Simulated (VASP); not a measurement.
Set up this calculation in VASP 6.6.1, as the native input.

```
Task                   : single point
Functional             : PBE
Potentials or basis    : VASP PAW PBE potentials, release 64 (Na_pv)
Cutoff                 : 520 eV
k mesh                 : 11 × 11 × 11
Occupations            : methfessel-paxton, width 0.1 eV
Spin                   : no spin polarisation
Dipole correction      : no
Further INCAR settings : ALGO = Normal; EDIFF = 1e-06; NBANDS = 10
```

The structure of Na lies in POSCAR:

```
Na
1.0
   -2.0985562613      2.0985562613      2.0985562613
    2.0985562613     -2.0985562613      2.0985562613
    2.0985562613      2.0985562613     -2.0985562613
Na
1
Direct
    0.0000000000      0.0000000000      0.0000000000
```

One way to write it, as run:

INCAR

```
ALGO     = Normal         # electronic algorithm
EDIFF    = 1E-6           # SCF threshold, eV
ENCUT    = 520            # plane-wave cutoff, eV
GGA      = PE             # functional
ISIF     = 2              # what is computed and relaxed
ISMEAR   = 1              # smearing method
LASPH    = True           # aspherical terms in the spheres
LCHARG   = False          # write CHGCAR
LREAL    = False          # projectors in reciprocal space
LWAVE    = False          # write WAVECAR
NBANDS   = 10             # bands
NELM     = 80             # most SCF steps
PREC     = Accurate       # precision mode
SIGMA    = 0.1            # smearing width, eV
```

KPOINTS

```
k-points
0
Gamma
  11 11 11
```

Potentials or basis: VASP PAW PBE potentials, release 64 (Na_pv).

Launch:

```console
$ cat potpaw_PBE.64/Na_pv/POTCAR > POTCAR
$ mpirun -np 1 vasp_std > vasp.out
```

It gave:

- Pressure: 0.0 GPa

Run time: 7.5 s on 1 thread of AMD EPYC 9R45 96-Core Processor (Zen 5), on a shared host, peak memory 0.12 GiB.
